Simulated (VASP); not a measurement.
Here is a VASP 6.6.1 calculation.

INCAR

```
PREC = Accurate
ENCUT = 520
EDIFF = 1E-6
ISMEAR = 0
SIGMA = 0.1
LREAL = F
LASPH = T
NELM = 100
ALGO = Normal
ISIF = 2
LWAVE = F
LCHARG = F
GGA = PE
NBANDS = 33
```

KPOINTS

```
Automatic mesh
0
Gamma
  6 6 4
```

Contents of POSCAR:

```
Ta2P3Au
1.0
    4.6943116100      0.0000000000      0.0000000000
   -2.3471558000      4.0653931100      0.0000000000
    0.0000000000      0.0000000000      7.0587752600
Ta P Au
2 3 1
Direct
    0.0000000000      0.0000000000      0.7007251600
    0.0000000000      0.0000000000      0.2992748400
    0.5000000000      0.0000000000      0.0000000000
    0.0000000000      0.5000000000      0.0000000000
    0.5000000000      0.5000000000      0.0000000000
    0.0000000000      0.0000000000      0.0000000000
```

Potentials or basis: VASP PAW PBE potentials, release 64 (Ta_pv, P, Au).

Launch:

```bash
$ cat potpaw_PBE.64/Ta_pv/POTCAR potpaw_PBE.64/P/POTCAR potpaw_PBE.64/Au/POTCAR > POTCAR
$ mpirun -np 1 vasp_std > vasp.out
```

Q: Predict the pressure.

A: 39.2 GPa.

Q: Estimate the band gap on the k mesh.

A: Zero (band 24 reaches 5.73 eV, above the bottom of band 25 at 5.26 eV).

Q: Predict the largest force.

A: 14.851 eV/Å.

Forces in eV/Å, atoms in the order of the input:
```
Ta    0.000   0.000 -14.851
Ta    0.000   0.000  14.851
P     0.000   0.000   0.000
P     0.000   0.000   0.000
P     0.000   0.000   0.000
Au    0.000   0.000   0.000
```

Caveat: spin-orbit coupling is left out, which moves the levels of the heavy elements; forces of over 1 eV/Å act on the atoms, so gaps and moduli don't describe the material at rest.
